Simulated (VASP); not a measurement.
Here is a VASP 6.6.1 calculation.

The input INCAR:

```
  PREC = Accurate
  ENCUT = 520
  EDIFF = 1E-6
  ISMEAR = -1
  SIGMA = 0.02
  LREAL = F
  LASPH = T
  NELM = 100
  ALGO = Normal
  ISIF = 2
  LWAVE = F
  LCHARG = F
  GGA = PE
  IBRION = 2
  NSW = 80
  EDIFFG = -0.02
```

The input KPOINTS:

```
Automatic mesh
0
Gamma
  8 8 8
```

POSCAR

```
BaTiO3
1.0
    3.9998000000      0.0000000000      0.0000000000
    0.0000000000      3.9998000000      0.0000000000
    0.0000000000      0.0000000000      4.0180000000
Ba Ti O
1 1 3
Direct
    0.0000000000      0.0000000000      0.0000000000
    0.5000000000      0.5000000000      0.4820000000
    0.5000000000      0.5000000000      0.0160000000
    0.5000000000      0.0000000000      0.5150000000
    0.0000000000      0.5000000000      0.5150000000
```

Potentials or basis: VASP PAW PBE potentials, release 64 (Ba_sv, Ti_sv, O).

The run is started by

```sh
$ cat potpaw_PBE.64/Ba_sv/POTCAR potpaw_PBE.64/Ti_sv/POTCAR potpaw_PBE.64/O/POTCAR > POTCAR
$ mpirun -np 1 vasp_std > vasp.out
```

What does it give for the energy gained by relaxing?

1.1 meV/atom.

Estimate the band gap on the k mesh.

1.78 eV (least direct gap 2.12 eV).

Forces in eV/Å, atoms in the order of the input:
```
Ba   0.000  0.000 -0.007
Ti   0.000  0.000  0.012
O    0.000  0.000  0.001
O    0.000  0.000 -0.003
O    0.000  0.000 -0.003
```

Caveat: spin-orbit coupling is left out, which moves the levels of the heavy elements. A k mesh can miss the band edges.
